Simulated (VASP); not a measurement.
# CO2 (Pa-3) in VASP: further runs

Runs on CO2. Level: PBE. Tasks: relaxation of the atoms, single point.

Everything below comes from runs of VASP 6.6.1. Logs are shortened: lines on timing, memory, paths and dates and some standing lists are left out, and cuts for length are marked.

### Step 1. The cell of the first run

Symmetry: Pa-3, No. 205, cubic system. Conventional cell: a = 5.620 Å, b = 5.620 Å, c = 5.620 Å, α = 90.00°, β = 90.00°, γ = 90.00°. Within 2.2 Å of C (site symmetry -3) lie 2 O at 1.63 Å. Within 2.2 Å of O (site symmetry 3) lie 1 C at 1.63 Å.

### Step 2. Relaxation of the atoms, PBE

The input, INCAR:

```
SYSTEM = CO2
PREC     = Accurate       ! precision mode
ENCUT    = 520            ! plane-wave cutoff, eV
EDIFF    = 1E-6           ! SCF threshold, eV
ISMEAR   = -1             ! smearing method
SIGMA    = 0.02           ! smearing width, eV
LREAL    = .False.        ! projectors in reciprocal space
LASPH    = .True.         ! aspherical terms in the spheres
NELM     = 60             ! most SCF steps
ALGO     = Normal         ! electronic algorithm
ISIF     = 2              ! what is computed and relaxed
LWAVE    = .False.        ! write WAVECAR
LCHARG   = .False.        ! write CHGCAR
GGA      = PE             ! functional
IBRION   = 2              ! ionic algorithm
NSW      = 80             ! ionic steps
EDIFFG   = -0.02          ! ionic threshold
```

The input, KPOINTS:

```
Automatic mesh
0
Gamma
  4 4 4
  0 0 0
```

The input, POSCAR:

```
CO2
1.0
    5.6200000000      0.0000000000      0.0000000000
    0.0000000000      5.6200000000      0.0000000000
    0.0000000000      0.0000000000      5.6200000000
C O
4 8
Direct
    0.0000000000      0.0000000000      0.0000000000
    0.5000000000      0.0000000000      0.5000000000
    0.5000000000      0.5000000000      0.0000000000
    0.0000000000      0.5000000000      0.5000000000
    0.1670000000      0.1670000000      0.1670000000
    0.3330000000      0.8330000000      0.6670000000
    0.6670000000      0.3330000000      0.8330000000
    0.8330000000      0.6670000000      0.3330000000
    0.8330000000      0.8330000000      0.8330000000
    0.6670000000      0.1670000000      0.3330000000
    0.3330000000      0.6670000000      0.1670000000
    0.1670000000      0.3330000000      0.6670000000
```

Potentials or basis: VASP PAW PBE potentials, release 64 (C, O).

Started as:

```sh
$ cat potpaw_PBE.64/C/POTCAR potpaw_PBE.64/O/POTCAR > POTCAR
$ mpirun -np 1 vasp_std > vasp.out
```

OUTCAR:

```text
SYSTEM = CO2
   PREC = Accurate
   ENCUT = 520
   EDIFF = 1E-6
   ISMEAR = -1
   LREAL = .False.
   LASPH = .True.
   NELM = 60
   ISIF = 2
   GGA = PE
   IBRION = 2
   NSW = 80
   EDIFFG = -0.02

 ion  position               nearest neighbor table
   1  0.000  0.000  0.000-   5 1.63   9 1.63
   2  0.500  0.000  0.500-   6 1.63  10 1.63
   3  0.500  0.500  0.000-   7 1.63  11 1.63
   4  0.000  0.500  0.500-   8 1.63  12 1.63
   5  0.167  0.167  0.167-   1 1.63
   6  0.333  0.833  0.667-   2 1.63
   7  0.667  0.333  0.833-   3 1.63
   8  0.833  0.667  0.333-   4 1.63
   9  0.833  0.833  0.833-   1 1.63
  10  0.667  0.167  0.333-   2 1.63
  11  0.333  0.667  0.167-   3 1.63
  12  0.167  0.333  0.667-   4 1.63

  LATTYP: Found a simple cubic cell.
 ALAT       =     5.6200000000

  Lattice vectors:

 A1 = (   5.6200000000,   0.0000000000,   0.0000000000)
 A2 = (   0.0000000000,   5.6200000000,   0.0000000000)
 A3 = (   0.0000000000,   0.0000000000,   5.6200000000)

Analysis of symmetry for initial positions (statically):
=====================================================================
 Subroutine PRICEL returns:
 Original cell was already a primitive cell.

 Routine SETGRP: Setting up the symmetry group for a
 simple cubic supercell.

 Subroutine GETGRP returns: Found 24 space group operations
 (whereof  6 operations were pure point group operations)
 out of a pool of 48 trial point group operations.

The static configuration has the point symmetry S_6 .
 The point group associated with its full space group is T_h .

Analysis of symmetry for dynamics (positions and initial velocities):
=====================================================================
 Subroutine PRICEL returns:
 Original cell was already a primitive cell.

 Routine SETGRP: Setting up the symmetry group for a
 simple cubic supercell.

 Subroutine GETGRP returns: Found 24 space group operations
 (whereof  6 operations were pure point group operations)
 out of a pool of 48 trial point group operations.

The dynamic configuration has the point symmetry S_6 .
 The point group associated with its full space group is T_h .

 Subroutine INISYM returns: Found 24 space group operations
 (whereof  6 operations are pure point group operations),
 and found     1 'primitive' translations

----------------------------------------------------------------------------------------

                                     Primitive cell

  volume of cell :     177.5043

  direct lattice vectors                    reciprocal lattice vectors
     5.620000000  0.000000000  0.000000000     0.177935943  0.000000000  0.000000000
     0.000000000  5.620000000  0.000000000     0.000000000  0.177935943  0.000000000
     0.000000000  0.000000000  5.620000000     0.000000000  0.000000000  0.177935943

  length of vectors
     5.620000000  5.620000000  5.620000000     0.177935943  0.177935943  0.177935943

  position of ions in fractional coordinates (direct lattice)
     0.000000000  0.000000000  0.000000000
     0.500000000  0.000000000  0.500000000
     0.500000000  0.500000000  0.000000000
     0.000000000  0.500000000  0.500000000
     0.167000000  0.167000000  0.167000000
     0.333000000  0.833000000  0.667000000
     0.667000000  0.333000000  0.833000000
     0.833000000  0.667000000  0.333000000
     0.833000000  0.833000000  0.833000000
     0.667000000  0.167000000  0.333000000
     0.333000000  0.667000000  0.167000000
     0.167000000  0.333000000  0.667000000

  ion indices of the primitive-cell ions
   primitive index   ion index
                 1           1
                 2           2
                 3           3
                 4           4
                 5           5
                 6           6
                 7           7
                 8           8
                 9           9
                10          10
                11          11
                12          12

----------------------------------------------------------------------------------------

 KPOINTS: Automatic mesh

Automatic generation of k-mesh.
 Grid dimensions read from file:
 generate k-points for:    4    4    4

 Generating k-lattice:

  Cartesian coordinates                     Fractional coordinates (reciprocal lattice)
     0.044483986  0.000000000  0.000000000     0.250000000  0.000000000  0.000000000
     0.000000000  0.044483986  0.000000000     0.000000000  0.250000000  0.000000000
     0.000000000  0.000000000  0.044483986     0.000000000  0.000000000  0.250000000

  Length of vectors
     0.044483986  0.044483986  0.044483986

  Shift w.r.t. Gamma in fractional coordinates (k-lattice)
     0.000000000  0.000000000  0.000000000

 Subroutine IBZKPT returns following result:
 ===========================================

 Found     11 irreducible k-points:

 Following reciprocal coordinates:
            Coordinates               Weight
  0.000000  0.000000  0.000000      1.000000
  0.250000  0.000000  0.000000      6.000000
  0.500000  0.000000  0.000000      3.000000
  0.250000  0.250000  0.000000     12.000000
  0.500000  0.250000  0.000000      6.000000
 -0.250000  0.500000  0.000000      6.000000
  0.500000  0.500000  0.000000      3.000000
  0.250000  0.250000  0.250000      8.000000
  0.500000  0.250000  0.250000     12.000000
  0.500000  0.500000  0.250000      6.000000
  0.500000  0.500000  0.500000      1.000000
   k-points           NKPTS =     11   k-points in BZ     NKDIM =     11   number of bands    NBANDS=     39
   number of dos      NEDOS =    301   number of ions     NIONS =     12
   total plane-waves  NPLWV =  74088
   dimension x,y,z NGX =    42 NGY =   42 NGZ =   42
   dimension x,y,z NGXF=    84 NGYF=   84 NGZF=   84
   ions per type =               4   8
   NGX,Y,Z   is equivalent  to a cutoff of  12.42, 12.42, 12.42 a.u.
   NGXF,Y,Z  is equivalent  to a cutoff of  24.85, 24.85, 24.85 a.u.
 SYSTEM =  CO2
   PREC   = accura    normal or accurate (medium, high low for compatibility)
   ISTART =      0    job   : 0-new  1-cont  2-samecut
   ICHARG =      2    charge: 1-file 2-atom 10-const
   ISPIN  =      1    spin polarized calculation?
   LNONCOLLINEAR =      F non collinear calculations
   LSORBIT =      F    spin-orbit coupling
   LASPH  =      T    aspherical Exc in radial PAW
   ENCUT  =  520.0 eV  38.22 Ry    6.18 a.u.  10.45 10.45 10.45*2*pi/ulx,y,z
   NELM   =     60;   NELMIN=  2; NELMDL= -5     # of ELM steps
   EDIFF  = 0.1E-05   stopping-criterion for ELM
   LREAL  =      F    real-space projection
   EDIFFG = -.2E-01   stopping-criterion for IOM
   NSW    =     80    number of steps for IOM
   IBRION =      2    ionic relax: 0-MD 1-quasi-New 2-CG
   NFREE  =      1    steps in history (QN), initial steepest desc. (CG)
   ISIF   =      2    stress and relaxation
   ISYM   =      2    0-nonsym 1-usesym 2-fastsym
   POTIM  = 0.5000    time-step for ionic-motion
   TEBEG  =    0.0;   TEEND  =   0.0 temperature during run
   PSTRESS=    0.0 pullay stress
   NELECT =      64.0000    total number of electrons
   NUPDOWN=      -1.0000    fix difference up-down
   EMIN   =  10.00;   EMAX   =-10.00  energy-range for DOS
   EFERMI =   0.00;   METHOD = LEGACY
   ISMEAR =    -1;   SIGMA  =   0.02  broadening in eV -4-tet -1-fermi 0-gaus
   EFERMI_NEDOS =   21; number of points for ismear=-14 and -15
   IALGO  =     38    algorithm
   IMIX   =      4    mixing-type and parameters
     AMIX     =   0.40;   BMIX     =  1.00
     AMIX_MAG =   1.60;   BMIX_MAG =  1.00
  volume/ion in A,a.u.               =      14.79        99.82
  Fermi-wavevector in a.u.,A,eV,Ry     =   1.165195  2.201899 18.472341  1.357679
  Thomas-Fermi vector in A             =   2.301723
   LORBIT       =      0    0 simple, 1 ext, 2 COOP (PROOUT), +10 PAW based schemes
   GGA     = PE    functional components
   LHFCALC =     F    Hartree Fock is set to
   AEXX    =    0.0000 exact exchange contribution
   IVDW    =     0    specifies the selected vdW correction
   LEPSILON=     F    determine dielectric tensor
   LRPA    =     F    only Hartree local field effects (RPA)
 conjugate gradient relaxation of ions
 non-spin polarized calculation
  energy-cutoff  :      520.00
  volume of cell :      177.50
 maximum number of plane-waves:      4801
 NGX is ok and might be reduce to    42
   NGX = 21   NGY = 21   NGZ = 21

--------------------------------------- Ionic step        1  -------------------------------------------

 number of electron      63.9999957 magnetization

 Free energy of the ion-electron system (eV)
  ---------------------------------------------------
  ext. energy  EPLUGINS =         0.00000000
  ---------------------------------------------------
  free energy    TOTEN  =       -59.91380947 eV

  energy without entropy =      -59.91380947  energy(sigma->0) =      -59.91380947

------------------------ aborting loop because EDIFF is reached ----------------------------------------

  FORCE on cell =-STRESS in cart. coord.  units (eV):
  Direction    XX          YY          ZZ          XY          YZ          ZX
  --------------------------------------------------------------------------------------
  -------------------------------------------------------------------------------------
  Total      -41.7119084    -41.7119084    -41.7119084     -0.0000000      0.0000000      0.0000000
  in kB     -376.4971526   -376.4971526   -376.4971526     -0.0000000      0.0000000      0.0000000
  external PRESSURE =    -376.4971526 kB  Pullay stress =       0.0000000 kB
[... 123 lines left out ...]
  energy  without entropy=      -92.1102461536  energy(sigma->0) =      -92.11024615

--------------------------------------- Ionic step        4  -------------------------------------------

 number of electron      63.9999959 magnetization

 Free energy of the ion-electron system (eV)
  ---------------------------------------------------
  ext. energy  EPLUGINS =         0.00000000
  ---------------------------------------------------
  free energy    TOTEN  =       -92.14343132 eV

  energy without entropy =      -92.14343132  energy(sigma->0) =      -92.14343132

 E-fermi :  -3.2144     XC(G=0):  -7.8561

 val. band max:       -3.6490932803   @ k =   0.0000   0.0000   0.0000
 cond. band min:       3.0626087143   @ k =   0.0000   0.0000   0.0000
 fundamental gap:      6.7117019945
 Fermi energy:        -3.2143851832

 k-point     1 :       0.0000    0.0000    0.0000
  band No.  band energies     occupation
      1     -24.1768      2.00000
      2     -23.9673      2.00000
      3     -23.9673      2.00000
      4     -23.9673      2.00000
      5     -23.0367      2.00000
      6     -23.0367      2.00000
[... 490 lines left out ...]
  FREE ENERGIE OF THE ION-ELECTRON SYSTEM (eV)
  ---------------------------------------------------
  free  energy   TOTEN  =       -92.1434313221 eV

  energy  without entropy=      -92.1434313220  energy(sigma->0) =      -92.14343132

 reached required accuracy - stopping structural energy minimisation
```

It took 5 min on 1 thread of AMD EPYC 7R13, shared host; peak memory 0.25 GiB.

What came out:

```yaml
Free_energy: -92.1434 eV
Energy_gained_by_relaxing: 2685.8 meV/atom
Ionic_steps: 4
Pressure_after_relaxing: 1.0 GPa
Largest_force_after_relaxing: 0.020 eV/Å
Band_gap_on_the_k_mesh: 6.71 eV, direct
```

Forces in eV/Å, atoms in the order of the input:
```
C    0.000  0.000  0.000
C    0.000  0.000  0.000
C    0.000  0.000  0.000
C    0.000  0.000  0.000
O   -0.012 -0.012 -0.012
O    0.012  0.012 -0.012
O   -0.012  0.012  0.012
O    0.012 -0.012  0.012
O    0.012  0.012  0.012
O   -0.012 -0.012  0.012
O    0.012 -0.012 -0.012
O   -0.012  0.012 -0.012
```

The path:
```csv
step,energy change (eV),largest force (eV/Å),pressure (GPa)
1,0.0000,9.8849,-37.65
2,-31.9391,2.9124,8.96
3,-32.1964,0.9067,-1.44
4,-32.2296,0.0200,1.03
```

Final structure:
```
C O
1.0
     5.62000    0.00000    0.00000
     0.00000    5.62000    0.00000
     0.00000    0.00000    5.62000
C O
4 8
Cartesian
  0.0000 0.0000 5.6200
  2.8100 0.0000 2.8100
  2.8100 2.8100 5.6200
  0.0000 2.8100 2.8100
  0.6782 0.6782 0.6782
  2.1318 4.9418 3.4882
  3.4882 2.1318 4.9418
  4.9418 3.4882 2.1318
  4.9418 4.9418 4.9418
  3.4882 0.6782 2.1318
  2.1318 3.4882 0.6782
  0.6782 2.1318 3.4882
```

### Step 3. Single point, PBE

The input, INCAR:

```
SYSTEM = CO2
PREC = Accurate
ENCUT = 520
EDIFF = 1E-6
ISMEAR = -1
SIGMA = 0.02
LREAL = .False.
LASPH = .True.
NELM = 60
ALGO = Normal
ISIF = 2
LWAVE = .False.
LCHARG = .False.
GGA = PE
NBANDS = 44
```

The input, KPOINTS:

```
regular mesh
0
Gamma
  4 4 4
  0 0 0
```

The input, POSCAR:

```
CO2
1.0
    5.6200000000      0.0000000000      0.0000000000
    0.0000000000      5.6200000000      0.0000000000
    0.0000000000      0.0000000000      5.6200000000
C O
4 8
Direct
    0.0000000000      0.0000000000      0.0000000000
    0.5000000000      0.0000000000      0.5000000000
    0.5000000000      0.5000000000      0.0000000000
    0.0000000000      0.5000000000      0.5000000000
    0.1200165075      0.1200165075      0.1200165075
    0.3799834925      0.8799834925      0.6200165075
    0.6200165075      0.3799834925      0.8799834925
    0.8799834925      0.6200165075      0.3799834925
    0.8799834925      0.8799834925      0.8799834925
    0.6200165075      0.1200165075      0.3799834925
    0.3799834925      0.6200165075      0.1200165075
    0.1200165075      0.3799834925      0.6200165075
```

Potentials or basis: VASP PAW PBE potentials, release 64 (C, O).

Started as:

```sh
$ cat potpaw_PBE.64/C/POTCAR potpaw_PBE.64/O/POTCAR > POTCAR
$ mpirun -np 1 vasp_std > vasp.out
```

Wall time 1.8 min (1 thread of Oxide Virtual Turin-like, shared host); peak memory 0.23 GiB.

The run converged. Its results:

* Free energy: -92.1275 eV
* Pressure: 2.9 GPa
* Largest force: 0.652 eV/Å
* Band gap on the k mesh: 6.77 eV, direct

Forces on the atoms (eV/Å):
```
C    0.000  0.000  0.000
C    0.000  0.000  0.000
C    0.000  0.000  0.000
C    0.000  0.000  0.000
O    0.376  0.376  0.376
O   -0.376 -0.376  0.376
O    0.376 -0.376 -0.376
O   -0.376  0.376 -0.376
O   -0.376 -0.376 -0.376
O    0.376  0.376 -0.376
O   -0.376  0.376  0.376
O    0.376 -0.376  0.376
```

Levels at points of the mesh, in eV from the valence-band top:
```tsv
k point	band 29	band 30	band 31	band 32	band 33	band 34	band 35	band 36
(0.00, 0.00, 0.00)	-0.19	-0.19	0.00	0.00	6.77	8.02	8.02	8.02
(0.50, 0.00, 0.00)	-0.29	-0.29	-0.07	-0.07	7.96	7.96	8.15	8.15
(0.50, 0.50, 0.00)	-0.27	-0.27	-0.27	-0.27	7.95	7.95	7.95	7.95
(0.50, 0.50, 0.50)	-0.31	-0.31	-0.31	-0.31	7.96	7.96	7.96	7.96
```
